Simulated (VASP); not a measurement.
Set up this calculation in VASP 6.6.1, as the native input.

```yaml
Task: single point
Functional: PBE
Potentials_or_basis: VASP PAW PBE potentials, release 64 (Zn, S)
Cutoff: 520 eV
k_mesh: 12 × 12 × 6
Occupations: gaussian, width 0.02 eV
Spin: no spin polarisation
Dipole_correction: no
Further_INCAR_settings: ALGO = Normal; EDIFF = 1e-06; NBANDS = 26
```

The structure of ZnS lies in POSCAR:

```
ZnS
1.0
    3.8454929552      0.0000000000      0.0000000000
   -1.9227464776      3.3302945892      0.0000000000
    0.0000000000      0.0000000000      6.3053334038
Zn S
2 2
Direct
    0.3333333333      0.6666666667      0.0052197925
    0.6666666667      0.3333333333      0.5052197925
    0.3333333333      0.6666666667      0.3797802075
    0.6666666667      0.3333333333      0.8797802075
```

One way to write it, as run:

INCAR

```
SYSTEM = ZnS
PREC = Accurate
ENCUT = 520
EDIFF = 1E-6
ISMEAR = 0
SIGMA = 0.02
LREAL = .FALSE.
LASPH = .TRUE.
NELM = 60
ALGO = Normal
ISIF = 2
LWAVE = .FALSE.
LCHARG = .TRUE.
GGA = PE
LELF = .TRUE.
LVHAR = .TRUE.
NBANDS = 26
```

KPOINTS

```
Automatic mesh
0
G
  12 12 6
  0 0 0
```

Potentials or basis: VASP PAW PBE potentials, release 64 (Zn, S).

The run is started by

```console
$ cat potpaw_PBE.64/Zn/POTCAR potpaw_PBE.64/S/POTCAR > POTCAR
$ mpirun -np 1 vasp_std > vasp.out
```

Results of the run:

| Property | Result |
| --- | --- |
| Pressure | 0.1 GPa |
| Band gap on the k mesh | 2.08 eV |

It took 74 s on 1 thread of AMD EPYC 9R45 96-Core Processor (Zen 5), on a shared host, peak memory 0.25 GiB.
